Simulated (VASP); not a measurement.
# SiO2 (P4_2/mnm) in VASP: notebook, part 2 of 2

VASP 6.6.1.

**3. Single point, LDA (6.43 Å³/atom)**

The input, INCAR:

```
PREC = Accurate ; ENCUT = 520
EDIFF = 1E-6 ; ISMEAR = 0
SIGMA = 0.05 ; LREAL = F
LASPH = T ; NELM = 80
ALGO = Normal ; ISIF = 2
LWAVE = F ; LCHARG = F
NBANDS = 25
```

The input, KPOINTS:

```
Automatic mesh
0
Gamma
  6 6 10
```

The input, POSCAR:

```
SiO2
1.0
    3.7348090486      0.0000000000      0.0000000000
    0.0000000000      3.7348090486      0.0000000000
    0.0000000000      0.0000000000      2.7671200241
Si O
2 4
Direct
    0.5000000000      0.5000000000      0.5000000000
    0.0000000000      0.0000000000      0.0000000000
    0.6944252994      0.6944252994      0.0000000000
    0.1944252994      0.8055747006      0.5000000000
    0.3055747006      0.3055747006      0.0000000000
    0.8055747006      0.1944252994      0.5000000000
```

Potentials or basis: VASP PAW LDA potentials, release 64 (Si, O).

On the command line:

```console
$ cat potpaw_LDA.64/Si/POTCAR potpaw_LDA.64/O/POTCAR > POTCAR
$ mpirun -np 1 vasp_std > vasp.out
```

OUTCAR:

```text
PREC = Accurate
   ENCUT = 520
   EDIFF = 1E-6
   ISMEAR = 0
   LREAL = F
   LASPH = T
   NELM = 80
   ISIF = 2

 ion  position               nearest neighbor table
   1  0.500  0.500  0.500-   4 1.61   6 1.61   5 1.72   3 1.72   3 1.72   5 1.72   2 2.98   2 2.98
                             2 2.98   2 2.98   2 2.98   2 2.98   2 2.98   2 2.98
   2  0.000  0.000  0.000-   3 1.61   5 1.61   4 1.72   6 1.72   4 1.72   6 1.72   1 2.98   1 2.98
                             1 2.98   1 2.98   1 2.98   1 2.98   1 2.98   1 2.98
   3  0.694  0.694  0.000-   2 1.61   1 1.72   1 1.72
   4  0.194  0.806  0.500-   1 1.61   2 1.72   2 1.72
   5  0.306  0.306  0.000-   2 1.61   1 1.72   1 1.72
   6  0.806  0.194  0.500-   1 1.61   2 1.72   2 1.72

  LATTYP: Found a simple tetragonal cell.
 ALAT       =     3.7348090486
 C/A-ratio  =     0.7409000000

  Lattice vectors:

 A1 = (   3.7348090486,   0.0000000000,   0.0000000000)
 A2 = (   0.0000000000,   3.7348090486,   0.0000000000)
 A3 = (   0.0000000000,   0.0000000000,   2.7671200241)

Analysis of symmetry for initial positions (statically):
=====================================================================
[... 180 lines left out ...]

  energy without entropy =      -49.46990091  energy(sigma->0) =      -49.46990091

 E-fermi :  11.0587     XC(G=0): -13.7578

 val. band max:       10.8207735842   @ k =   0.0000   0.0000   0.0000
 cond. band min:      16.0580139679   @ k =   0.0000   0.0000   0.0000
 fundamental gap:      5.2372403837
 Fermi energy:        11.0587452343

 k-point     1 :       0.0000    0.0000    0.0000
  band No.  band energies     occupation
      1     -13.3602      2.00000
      2      -8.1369      2.00000
      3      -8.1369      2.00000
      4      -7.6043      2.00000
      5      -1.0075      2.00000
      6       2.9911      2.00000
[... 661 lines left out ...]
     24      24.9371      0.00000
     25      26.8551      0.00000

 [... further k-points ...]
[... 5 lines left out ...]
  --------------------------------------------------------------------------------------
  -------------------------------------------------------------------------------------
  Total       26.1400505     26.1400505      7.5415552      0.0000000      0.0000000      0.0000000
  in kB     1085.0561233   1085.0561233    313.0449429      0.0000000      0.0000000      0.0000000
  external PRESSURE =     827.7190632 kB  Pullay stress =       0.0000000 kB

 VOLUME and BASIS-vectors are now :
 -----------------------------------------------------------------------------
  energy-cutoff  :      520.00
  volume of cell :       38.60
      direct lattice vectors                 reciprocal lattice vectors
     3.734809049  0.000000000  0.000000000     0.267751306  0.000000000  0.000000000
     0.000000000  3.734809049  0.000000000     0.000000000  0.267751306  0.000000000
     0.000000000  0.000000000  2.767120024     0.000000000  0.000000000  0.361386565

 POSITION                                       TOTAL-FORCE (eV/Angst)
 -----------------------------------------------------------------------------------
      1.86740      1.86740      1.38356         0.000000      0.000000     -0.000000
      0.00000      0.00000      0.00000         0.000000      0.000000     -0.000000
      2.59355      2.59355      0.00000         0.465614      0.465614      0.000000
      0.72614      3.00867      1.38356         0.465614     -0.465614     -0.000000
      1.14126      1.14126      0.00000        -0.465614     -0.465614     -0.000000
      3.00867      0.72614      1.38356        -0.465614      0.465614      0.000000
 -----------------------------------------------------------------------------------
    total drift:                                0.000000      0.000000      0.000000

  FREE ENERGIE OF THE ION-ELECTRON SYSTEM (eV)
  ---------------------------------------------------
  free  energy   TOTEN  =       -49.4699009107 eV

  energy  without entropy=      -49.4699009107  energy(sigma->0) =      -49.46990091
```

Run time: 60 s. Hardware: 1 thread of Intel Xeon 8259CL, shared host; peak memory 0.16 GiB.

Results:

```
Free energy            : -49.4699 eV
Pressure               : 82.8 GPa
Largest force          : 0.658 eV/Å
Band gap on the k mesh : 5.24 eV
```

Forces on the atoms (eV/Å):
```
Si   0.000  0.000  0.000
Si   0.000  0.000  0.000
O    0.466  0.466  0.000
O    0.466 -0.466  0.000
O   -0.466 -0.466  0.000
O   -0.466  0.466  0.000
```

Caveat: the cell stands under pressure. A k mesh can miss the band edges.

**4. Single point, LDA (6.43 Å³/atom)**

The input, INCAR:

```
ALGO = Normal
EDIFF = 1E-6
ENCUT = 520
ISIF = 2
ISMEAR = 0
LASPH = True
LCHARG = False
LREAL = False
LWAVE = False
NBANDS = 25
NELM = 100
PREC = Accurate
SIGMA = 0.05
```

The input, KPOINTS:

```
k-points
0
Gamma
  6 6 10
```

POSCAR, as its differences from that of step 3:

```diff
@@ -2,5 +2,5 @@
 1.0
-    3.7348090486      0.0000000000      0.0000000000
-    0.0000000000      3.7348090486      0.0000000000
-    0.0000000000      0.0000000000      2.7671200241
+    3.9205956915      0.0000000000      0.0000000000
+    0.0000000000      3.9205956915      0.0000000000
+    0.0000000000      0.0000000000      2.5110807870
 Si O
```

On the command line:

```console
$ cat potpaw_LDA.64/Si/POTCAR potpaw_LDA.64/O/POTCAR > POTCAR
$ mpirun -np 1 vasp_std > vasp.out
```

Run time: 63 s. Hardware: 1 thread of Intel Xeon 8259CL, shared host; peak memory 0.16 GiB.

Results (log left out):

| Item | Value |
| --- | --- |
| Free energy | -50.2182 eV |
| Pressure | 86.0 GPa |
| Largest force | 1.445 eV/Å |
| Band gap on the k mesh | 6.93 eV |

Forces on the atoms (eV/Å):
```
Si   0.000  0.000  0.000
Si   0.000  0.000  0.000
O    1.022  1.022  0.000
O    1.022 -1.022  0.000
O   -1.022 -1.022  0.000
O   -1.022  1.022  0.000
```

Stress tensor (GPa, compression positive):
```
80.27  0.00  0.00
 0.00 80.27  0.00
 0.00  0.00 97.32
```

Levels at points of the mesh, in eV from the valence-band top:
| k point | band 12 | band 13 | band 14 | band 15 | band 16 | band 17 | band 18 | band 19 | band 20 | band 21 |
| --- | --- | --- | --- | --- | --- | --- | --- | --- | --- | --- |
| (0.00, 0.00, 0.00) | -3.79 | -2.72 | -1.00 | -1.00 | 0.00 | 6.93 | 9.28 | 9.91 | 9.91 | 11.39 |
| (0.50, 0.00, 0.00) | -4.86 | -3.16 | -3.16 | -1.29 | -1.29 | 9.42 | 9.42 | 10.81 | 10.81 | 12.31 |
| (0.50, 0.50, 0.00) | -3.98 | -3.16 | -3.16 | -3.01 | -3.01 | 9.32 | 9.32 | 11.63 | 11.63 | 14.27 |
| (0.00, 0.00, 0.50) | -5.40 | -4.20 | -4.20 | -3.46 | -3.46 | 11.38 | 11.38 | 14.34 | 14.34 | 14.44 |
| (0.50, 0.00, 0.50) | -4.98 | -2.79 | -2.79 | -2.31 | -2.31 | 10.21 | 10.21 | 11.93 | 11.93 | 13.10 |
| (0.50, 0.50, 0.50) | -5.18 | -2.14 | -2.14 | -2.03 | -2.03 | 9.54 | 9.54 | 12.06 | 12.06 | 12.20 |

Caveat: the cell stands under pressure; forces of over 1 eV/Å act on the atoms, so gaps and moduli don't describe the material at rest. A k mesh can miss the band edges.

**5. Overview**

```tsv
cell	gap on the mesh (eV)	pressure (GPa)	largest force (eV/Å)
a = 4.166, b = 4.166, c = 2.224 Å, 6 atoms	8.42	108.8	1.81
a = 3.735, b = 3.735, c = 2.767 Å, 6 atoms	5.24	82.8	0.66
a = 3.921, b = 3.921, c = 2.511 Å, 6 atoms	6.93	86.0	1.45
```

Alike in all rows: task single point; level LDA; potentials or basis VASP PAW LDA potentials, release 64 (Si, O); no spin polarisation; k mesh 6 × 6 × 10; cutoff (eV) 520; smearing gaussian 0.05 eV.

Caveats: the cell stands under pressure; forces of over 1 eV/Å act on the atoms, so gaps and moduli don't describe the material at rest (at least some runs).

Total energies depend on the potentials used, so only differences within one code and one set of settings carry meaning.
